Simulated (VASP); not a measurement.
Write the native input for VASP 6.6.1 that does the following.

- Task: single point
- Functional: PBE
- Potentials or basis: VASP PAW PBE potentials, release 64 (Zr_sv, Os, O)
- Cutoff: 520 eV
- k mesh: 4 × 4 × 4
- Occupations: gaussian, width 0.1 eV
- Spin: collinear spin
- Starting moments: [0.0, 0.0, 1.0, 0.0, 0.0, 0.0, 0.0, 0.0, 0.0] μB
- Dipole correction: no
- Further INCAR settings: ALGO = Normal; EDIFF = 1e-06; NBANDS = 48

The structure of Zr2OsO6 lies in POSCAR:

```
Zr2OsO6
1.0
    0.0000000000      3.8325602000      3.8325602000
    3.8325602000      0.0000000000      3.8325602000
    3.8325602000      3.8325602000      0.0000000000
Zr Os O
2 1 6
Direct
    0.2500000000      0.2500000000      0.2500000000
    0.7500000000      0.7500000000      0.7500000000
    0.0000000000      0.0000000000      0.0000000000
    0.7500000000      0.2500000000      0.2500000000
    0.2500000000      0.7500000000      0.7500000000
    0.2500000000      0.7500000000      0.2500000000
    0.7500000000      0.2500000000      0.7500000000
    0.2500000000      0.2500000000      0.7500000000
    0.7500000000      0.7500000000      0.2500000000
```

This cell differs from its parent crystal: atoms taken out.

The input as run:

INCAR

```
SYSTEM = Zr2OsO6
PREC = Accurate
ENCUT = 520
EDIFF = 1E-6
ISMEAR = 0
SIGMA = 0.1
LREAL = .FALSE.
LASPH = .TRUE.
NELM = 150
ALGO = Normal
ISIF = 2
LWAVE = .FALSE.
LCHARG = .TRUE.
ISPIN = 2
MAGMOM = 0 0 1 0 0 0 0 0 0
LORBIT = 11
LMAXMIX = 4
GGA = PE
LELF = .TRUE.
LVHAR = .TRUE.
NBANDS = 48
```

KPOINTS

```
regular mesh
0
G
  4 4 4
  0 0 0
```

Potentials or basis: VASP PAW PBE potentials, release 64 (Zr_sv, Os, O).

The run is started by

```bash
$ cat potpaw_PBE.64/Zr_sv/POTCAR potpaw_PBE.64/Os/POTCAR potpaw_PBE.64/O/POTCAR > POTCAR
$ mpirun -np 1 vasp_std > vasp.out
```

Results of the run:

- Pressure: -14.8 GPa
- Net moment: 0.23 μB per cell
- Site moments: Zr +0.01; Os +0.15; O +0.01 μB
- Valence electrons inside the program's atomic spheres: Zr 9.23; Os 7.87; O 4.93

Caveat: the cell differs from its parent crystal (atoms taken out); the cell stands under tension.

It took 82 s on 1 thread of Intel(R) Xeon(R) 6975P-C (Granite Rapids), on a shared host, peak memory 0.31 GiB.
